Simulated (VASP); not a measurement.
# GdO (F-43m) in VASP: settings compared, part 2 of 2

VASP 6.6.1. The steps go on from the part before.

### 3 Single point, r2SCAN, collinear spin, ferromagnetic start

This run uses another cell than the first one, of 18.90 Å³/atom.

The input, POSCAR:

```
GdO
1.0
    0.0000000000      2.6635090403      2.6635090403
    2.6635090403      0.0000000000      2.6635090403
    2.6635090403      2.6635090403      0.0000000000
Gd O
1 1
Direct
    0.0000000000      0.0000000000      0.0000000000
    0.2500000000      0.2500000000      0.2500000000
```

The input, INCAR.step1:

```
SYSTEM = GdO
PREC = Accurate ; ENCUT = 520
ISMEAR = -1 ; SIGMA = 0.05
LREAL = .False. ; LASPH = .True.
NELM = 150 ; ISPIN = 2
MAGMOM = 7 0 ; LMAXMIX = 6
NBANDS = 23 ; GGA = PE
ALGO = Normal ; EDIFF = 1E-4
LWAVE = .True. ; LCHARG = .False.
```

The input, INCAR.step2:

```
SYSTEM = GdO
PREC = Accurate ; ENCUT = 520
EDIFF = 1E-6 ; ISMEAR = -1
SIGMA = 0.05 ; LREAL = .False.
LASPH = .True. ; NELM = 150
ALGO = Normal ; ISIF = 2
LWAVE = .False. ; LCHARG = .True.
ISPIN = 2 ; MAGMOM = 7 0
LORBIT = 11 ; LMAXMIX = 6
METAGGA = R2SCAN ; LMIXTAU = .True.
LELF = .True. ; LVHAR = .True.
NBANDS = 23 ; ISTART = 1
```

The input, KPOINTS:

```
Automatic mesh
0
Gamma
  9 9 9
  0 0 0
```

Potentials or basis: VASP PAW PBE potentials, release 64 (Gd, O).

On the command line:

```
$ cat potpaw_PBE.64/Gd/POTCAR potpaw_PBE.64/O/POTCAR > POTCAR
$ cp INCAR.step1 INCAR
$ mpirun -np 1 vasp_std > vasp.out
$ cp INCAR.step2 INCAR
$ mpirun -np 1 vasp_std > vasp.out
```

Wall time 2.4 min (1 thread of Intel Xeon 6975P-C (Granite Rapids), shared host); peak memory 0.22 GiB.

It converged, with:

| Item | Value |
| --- | --- |
| Free energy | -52.8923 eV |
| Pressure | 2.1 GPa |
| Net moment | 7.94 μB per cell |
| Site moments | Gd +6.99; O +0.03 μB |
| Valence electrons inside the program's atomic spheres | Gd 15.20; O 5.05 |

Levels at points of the mesh, in eV from the Fermi level:
Spin up:
| k point | band 13 | band 14 | band 15 | band 16 | band 17 | band 18 | band 19 | band 20 |
| --- | --- | --- | --- | --- | --- | --- | --- | --- |
| (0.00, 0.00, 0.00) | -5.49 | -5.49 | -5.49 | -2.39 | 2.85 | 2.85 | 4.80 | 4.80 |
Spin down:
| k point | band 4 | band 5 | band 6 | band 7 | band 8 | band 9 | band 10 | band 11 | band 12 | band 13 |
| --- | --- | --- | --- | --- | --- | --- | --- | --- | --- | --- |
| (0.00, 0.00, 0.00) | -21.23 | -20.67 | -5.93 | -5.93 | -5.93 | -0.86 | 1.26 | 1.26 | 1.26 | 1.49 |

Caveat: the PAW data sets were made with another functional, which shifts forces and pressure a little; spin-orbit coupling is left out, which moves the levels of the heavy elements; a cell with one magnetic atom can't hold antiferromagnetic order, which such compounds often take; semilocal functionals describe open f shells poorly, which spoils levels, moments and volumes. The state reached can hang on the start; a lower one may exist.

### 4 Single point, r2SCAN, collinear spin, ferromagnetic start

This run uses another cell than the first one, of 19.29 Å³/atom.

The input, POSCAR:

```
GdO
1.0
    0.0000000000      2.6818786486      2.6818786486
    2.6818786486      0.0000000000      2.6818786486
    2.6818786486      2.6818786486      0.0000000000
Gd O
1 1
Direct
    0.0000000000      0.0000000000      0.0000000000
    0.2500000000      0.2500000000      0.2500000000
```

The input, INCAR.step1:

```
SYSTEM = GdO
PREC     = Accurate       ! precision mode
ENCUT    = 520            ! plane-wave cutoff, eV
ISMEAR   = -1             ! smearing method
SIGMA    = 0.05           ! smearing width, eV
LREAL    = .False.        ! projectors in reciprocal space
LASPH    = .True.         ! aspherical terms in the spheres
NELM     = 150            ! most SCF steps
ISPIN    = 2              ! spin polarisation
MAGMOM   = 7 0            ! initial moments
LMAXMIX  = 6              ! l up to which the mixer works
NBANDS   = 23             ! bands
GGA      = PE             ! functional
ALGO     = Normal         ! electronic algorithm
EDIFF    = 1E-4           ! SCF threshold, eV
LWAVE    = .True.         ! write WAVECAR
LCHARG   = .False.        ! write CHGCAR
```

The input, INCAR.step2:

```
SYSTEM = GdO
PREC     = Accurate       ! precision mode
ENCUT    = 520            ! plane-wave cutoff, eV
EDIFF    = 1E-6           ! SCF threshold, eV
ISMEAR   = -1             ! smearing method
SIGMA    = 0.05           ! smearing width, eV
LREAL    = .False.        ! projectors in reciprocal space
LASPH    = .True.         ! aspherical terms in the spheres
NELM     = 150            ! most SCF steps
ALGO     = Normal         ! electronic algorithm
ISIF     = 2              ! what is computed and relaxed
LWAVE    = .False.        ! write WAVECAR
LCHARG   = .False.        ! write CHGCAR
ISPIN    = 2              ! spin polarisation
MAGMOM   = 7 0            ! initial moments
LORBIT   = 11             ! projections on sites
LMAXMIX  = 6              ! l up to which the mixer works
METAGGA  = R2SCAN         ! meta-GGA
LMIXTAU  = .True.       
NBANDS   = 23             ! bands
ISTART   = 1
```

KPOINTS is that of step 3.

On the command line:

```
$ cat potpaw_PBE.64/Gd/POTCAR potpaw_PBE.64/O/POTCAR > POTCAR
$ cp INCAR.step1 INCAR
$ mpirun -np 1 vasp_std > vasp.out
$ cp INCAR.step2 INCAR
$ mpirun -np 1 vasp_std > vasp.out
```

It took 2.3 min on 1 thread of Intel Xeon 6975P-C (Granite Rapids), shared host; peak memory 0.22 GiB.

Results (log left out):

```
Free energy                                           : -52.8977 eV
Pressure                                              : -0.2 GPa
Net moment                                            : 7.94 μB per cell
Site moments                                          : Gd +6.99; O +0.03 μB
Valence electrons inside the program's atomic spheres : Gd 15.18; O 5.04
```

Levels at points of the mesh, in eV from the Fermi level:
Spin up:
| k point | band 14 | band 15 | band 16 | band 17 | band 18 | band 19 |
| --- | --- | --- | --- | --- | --- | --- |
| (0.00, 0.00, 0.00) | -5.48 | -5.48 | -2.39 | 2.82 | 2.82 | 4.71 |
Spin down:
```
           k point  band 6  band 7  band 8  band 9  band 10  band 11
(0.00, 0.00, 0.00)   -5.81   -5.81   -5.81   -0.85     1.23     1.23
```

Caveat: the PAW data sets were made with another functional, which shifts forces and pressure a little; spin-orbit coupling is left out, which moves the levels of the heavy elements; a cell with one magnetic atom can't hold antiferromagnetic order, which such compounds often take; semilocal functionals describe open f shells poorly, which spoils levels, moments and volumes.

### 5 Single point, r2SCAN, collinear spin, ferromagnetic start

This run uses another cell than the first one, of 19.68 Å³/atom.

The input, POSCAR:

```
GdO
1.0
    0.0000000000      2.7000000000      2.7000000000
    2.7000000000      0.0000000000      2.7000000000
    2.7000000000      2.7000000000      0.0000000000
Gd O
1 1
Direct
    0.0000000000      0.0000000000      0.0000000000
    0.2500000000      0.2500000000      0.2500000000
```

The input, INCAR.step1:

```
PREC = Accurate
ENCUT = 520
ISMEAR = -1
SIGMA = 0.05
LREAL = F
LASPH = T
NELM = 150
ISPIN = 2
MAGMOM = 7 0
LMAXMIX = 6
NBANDS = 23
GGA = PE
ALGO = Normal
EDIFF = 1E-4
LWAVE = T
LCHARG = F
```

The input, INCAR.step2:

```
PREC = Accurate
ENCUT = 520
EDIFF = 1E-6
ISMEAR = -1
SIGMA = 0.05
LREAL = F
LASPH = T
NELM = 150
ALGO = Normal
ISIF = 2
LWAVE = F
LCHARG = F
ISPIN = 2
MAGMOM = 7 0
LORBIT = 11
LMAXMIX = 6
METAGGA = R2SCAN
LMIXTAU = T
NBANDS = 23
ISTART = 1
```

The input, KPOINTS:

```
regular mesh
0
Gamma
  9 9 9
```

On the command line:

```
$ cat potpaw_PBE.64/Gd/POTCAR potpaw_PBE.64/O/POTCAR > POTCAR
$ cp INCAR.step1 INCAR
$ mpirun -np 1 vasp_std > vasp.out
$ cp INCAR.step2 INCAR
$ mpirun -np 1 vasp_std > vasp.out
```

Wall time 2.2 min (1 thread of Intel Xeon 6975P-C (Granite Rapids), shared host); peak memory 0.22 GiB.

The run converged. Its results:

| Property | Result |
| --- | --- |
| Free energy | -52.8922 eV |
| Pressure | -2.4 GPa |
| Net moment | 7.94 μB per cell |
| Site moments | Gd +6.99; O +0.03 μB |
| Valence electrons inside the program's atomic spheres | Gd 15.17; O 5.03 |

Levels at points of the mesh, in eV from the Fermi level:
Spin up:
```tsv
k point	band 14	band 15	band 16	band 17	band 18	band 19
(0.00, 0.00, 0.00)	-5.46	-5.46	-2.40	2.79	2.79	4.63
```
Spin down:
```
           k point  band 6  band 7  band 8  band 9  band 10  band 11
(0.00, 0.00, 0.00)   -5.69   -5.69   -5.69   -0.84     1.19     1.19
```

Caveat: the PAW data sets were made with another functional, which shifts forces and pressure a little; spin-orbit coupling is left out, which moves the levels of the heavy elements; a cell with one magnetic atom can't hold antiferromagnetic order, which such compounds often take; semilocal functionals describe open f shells poorly, which spoils levels, moments and volumes.

### 6 Single point, PBE+U

This run uses another cell than the first one, of 19.68 Å³/atom.

The input, INCAR:

```
ALGO = Normal
EDIFF = 1E-7
ENCUT = 520
GGA = PE
ISIF = 2
ISMEAR = 0
LASPH = T
LCHARG = F
LDAU = T
LDAUJ = 0 0
LDAUL = 3 -1
LDAUPRINT = 1
LDAUTYPE = 2
LDAUU = 8 0
LMAXMIX = 6
LREAL = F
LWAVE = F
NBANDS = 19
NELM = 150
PREC = Accurate
SIGMA = 0.05
```

The input, KPOINTS:

```
k-points
0
Gamma
  6 6 6
```

POSCAR is that of step 5.

Potentials or basis: VASP PAW PBE potentials, release 64 (Gd, O).

On the command line:

```
$ cat potpaw_PBE.64/Gd/POTCAR potpaw_PBE.64/O/POTCAR > POTCAR
$ mpirun -np 1 vasp_std > vasp.out
```

It took 19 s on 1 thread of Intel Xeon Platinum 8488C (Sapphire Rapids), shared host; peak memory 0.16 GiB.

The run converged. Its results:

```yaml
Free_energy: -11.5491 eV
Pressure: 2.1 GPa
Band_gap_on_the_k_mesh: 0.54 eV (least direct gap 1.04 eV)
```

Levels at points of the mesh, in eV from the valence-band top:
```tsv
k point	band 8	band 9	band 10	band 11	band 12	band 13	band 14	band 15	band 16	band 17
(0.00, 0.00, 0.00)	-4.59	-1.99	-1.99	-1.99	-1.43	0.54	4.58	4.58	4.77	4.77
(0.50, 0.00, 0.00)	-4.27	-2.02	-2.02	-1.98	-0.25	2.13	3.73	4.19	4.19	5.38
(0.50, 0.50, 0.00)	-3.67	-2.13	-1.84	-1.84	-0.14	1.04	2.54	5.24	5.24	5.36
```

Eigenvalues of the final occupation matrices:
```
    site  spin  trace                         eigenvalues
site 1 f     1   3.79  0.00 0.00 0.00 0.84 0.98 0.98 0.98
site 1 f     2   3.79  0.00 0.00 0.00 0.84 0.98 0.98 0.98
```

Caveat: spin-orbit coupling is left out, which moves the levels of the heavy elements. A k mesh can miss the band edges.

### 7 Overview

| level | spin | U | cell | k mesh | smearing | gap on the mesh (eV) | pressure (GPa) | moment (μB) |
| --- | --- | --- | --- | --- | --- | --- | --- | --- |
| r2SCAN | collinear, ferromagnetic start | - | a = 3.740 Å, angles 60.0°, 2 atoms | 9 × 9 × 9 | fermi-dirac 0.05 eV | none | 4.7 | 7.94 |
| r2SCAN | collinear, ferromagnetic start | - | a = 3.767 Å, angles 60.0°, 2 atoms | 9 × 9 × 9 | fermi-dirac 0.05 eV | none | 2.1 | 7.94 |
| r2SCAN | collinear, ferromagnetic start | - | a = 3.793 Å, angles 60.0°, 2 atoms | 9 × 9 × 9 | fermi-dirac 0.05 eV | none | -0.2 | 7.94 |
| r2SCAN | collinear, ferromagnetic start | - | a = 3.818 Å, angles 60.0°, 2 atoms | 9 × 9 × 9 | fermi-dirac 0.05 eV | none | -2.4 | 7.94 |
| PBE+U | off | Gd f U = 8.0 eV | a = 3.818 Å, angles 60.0°, 2 atoms | 6 × 6 × 6 | gaussian 0.05 eV | 0.54 | 2.1 | - |

Alike in all rows: task single point; potentials or basis VASP PAW PBE potentials, release 64 (Gd, O); cutoff (eV) 520.

Caveats: spin-orbit coupling is left out, which moves the levels of the heavy elements; the PAW data sets were made with another functional, which shifts forces and pressure a little (at least some runs); a cell with one magnetic atom can't hold antiferromagnetic order, which such compounds often take (at least some runs); semilocal functionals describe open f shells poorly, which spoils levels, moments and volumes (at least some runs); the cell stands under pressure (at least some runs).

Total energies depend on the potentials used, so only differences within one code and one set of settings carry meaning.
